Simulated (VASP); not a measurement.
SiW6, 7 atoms in the cell. The cell holds a slab with vacuum, 7 atoms: a = 4.468 Å, b = 4.468 Å, c = 21.726 Å, α = 90.00°, β = 90.00°, γ = 120.00°. 

| Quantity | Value |
| --- | --- |
| Program | VASP 6.6.1 |
| Task | single point |
| Functional | PBE |
| Dispersion | D3(BJ) |
| Potentials or basis | VASP PAW PBE potentials, release 64 (W_sv, Si) |
| Cutoff | 520 eV |
| k mesh | 6 × 6 × 1 |
| Occupations | gaussian, width 0.1 eV |
| Spin | no spin polarisation |
| Dipole correction | yes |
| Further INCAR settings | ALGO = Normal; EDIFF = 1e-06; NBANDS = 53 |

Potentials or basis: VASP PAW PBE potentials, release 64 (W_sv, Si).

Command:

```sh
$ cat potpaw_PBE.64/W_sv/POTCAR potpaw_PBE.64/Si/POTCAR > POTCAR
$ mpirun -np 1 vasp_std > vasp.out
```

Hardware: 1 thread of Intel Xeon 8259CL, with other jobs on the host.

Question: How long does it take, and how much memory?

Answer: Run time: 6.7 min on 1 thread of Intel Xeon 8259CL (shared host), peak memory 0.51 GiB. Counts: scf iterations 31, k points 7.
